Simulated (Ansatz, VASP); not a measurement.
Al: VASP beside Ansatz

Contents of INCAR:

```
SYSTEM = Al
PREC = Accurate ; ENCUT = 520
EDIFF = 1E-6 ; ISMEAR = 0
SIGMA = 0.15 ; LREAL = .FALSE.
LASPH = .TRUE. ; NELM = 60
ALGO = Normal ; ISIF = 2
LWAVE = .FALSE. ; LCHARG = .FALSE.
GGA = PS ; NBANDS = 10
```

KPOINTS

```
regular mesh
0
G
  18 18 10
  0 0 0
```

File POSCAR:

```
Al
1.0
    2.7699000000      0.0000000000      0.0000000000
   -1.3849500000      2.3988037660      0.0000000000
    0.0000000000      0.0000000000      4.7125000000
Al
2
Direct
    0.6666666667      0.3333333333      0.7500000000
    0.3333333333      0.6666666667      0.2500000000
```

Input for Ansatz:

```yaml
crystal:
  lattice:
    - [2.7699, 0.0, 0.0]
    - [-1.38495, 2.398803766, 0.0]
    - [0.0, 0.0, 4.7125]
  atoms:
    - { symbol: Al, position: [0.6666666667, 0.3333333333, 0.75] }
    - { symbol: Al, position: [0.3333333333, 0.6666666667, 0.25] }
basis:
  ecutwfc: 420
kpoints:
  mp_grid: { grid: [18, 18, 10] }
hamiltonian:
  xc: pbesol
  pseudopotentials: { kind: paw, azcp: { folder: soft_1 } }
scf:
  occupations: { method: gaussian, width: 0.15 }
output:
  forces: true
  stress: true
  eigenvalues: true
  write_density: true
  write_potential: true
  elf: true
  volumetric_format: npy
```

Alike in both runs: task single point; functional PBEsol; k mesh 18 × 18 × 10; occupations gaussian, width 0.15 eV; no spin polarisation.

|  | VASP | Ansatz |
| --- | --- | --- |
| version | VASP 6.6.1 | Ansatz 0.2.0 |
| potentials or method | VASP PAW PBE potentials, release 64 (Al), cutoff 520 eV | scalar-relativistic, plane waves, PAW |
| valence electrons in the cell | 6 | 6 |

```tsv
	VASP	Ansatz	Ansatz less VASP
gap on the k mesh at the Fermi level (eV)	none	none	-
pressure (GPa)	3.8	3.7	-0.10
traceless stress, the component that is largest in VASP (GPa)	-1.08	-1.07	+0.016
```

VASP's potentials were made for PBE, not for PBEsol, and Ansatz warns of the same on its side. A gap of «none» marks a metal or a gap that the smearing closes.
